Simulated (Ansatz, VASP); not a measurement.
# Ge in VASP and in Ansatz

Contents of INCAR:

```
PREC = Accurate
ENCUT = 520
EDIFF = 1E-6
ISMEAR = 0
SIGMA = 0.15
LREAL = False
LASPH = True
NELM = 100
ALGO = Normal
ISIF = 2
LWAVE = False
LCHARG = False
NBANDS = 21
```

The input KPOINTS:

```
regular mesh
0
Gamma
  16 16 16
```

File POSCAR:

```
Ge
1.0
    0.0000000000      2.8600140185      2.8600140185
    2.8600140185      0.0000000000      2.8600140185
    2.8600140185      2.8600140185      0.0000000000
Ge
2
Direct
    0.5000000000      0.5000000000      0.5000000000
    0.7500000000      0.7500000000      0.7500000000
```

Input for Ansatz:

```yaml
crystal:
  lattice:
    - [0.0, 2.8600140185, 2.8600140185]
    - [2.8600140185, 0.0, 2.8600140185]
    - [2.8600140185, 2.8600140185, 0.0]
  atoms:
    - { symbol: Ge, position: [0.5, 0.5, 0.5] }
    - { symbol: Ge, position: [0.75, 0.75, 0.75] }
basis:
  ecutwfc: 420
kpoints:
  mp_grid: { grid: [16, 16, 16] }
hamiltonian:
  xc: lda
scf:
  occupations: { method: gaussian, width: 0.15 }
output:
  forces: true
  stress: true
  eigenvalues: true
  write_density: true
  write_potential: true
  elf: true
  volumetric_format: npy
```

Alike in both runs: task single point; functional LDA; k mesh 16 × 16 × 16; occupations gaussian, width 0.15 eV; no spin polarisation.

|  | VASP | Ansatz |
| --- | --- | --- |
| version | VASP 6.6.1 | Ansatz 0.2.0 |
| potentials or method | VASP PAW LDA potentials, release 64 (Ge_d), cutoff 520 eV | scalar-relativistic, plane waves, PAW |
| valence electrons in the cell | 28 | 28 |

```tsv
	VASP	Ansatz	Ansatz less VASP
gap on the k mesh at the Fermi level (eV)	none	none	-
pressure (GPa)	-3.1	-3.3	-0.14
```

LDA's correlation is that of Perdew and Zunger in VASP and of Perdew and Wang (1992) in Ansatz. A gap of «none» marks a metal or a gap that the smearing closes.
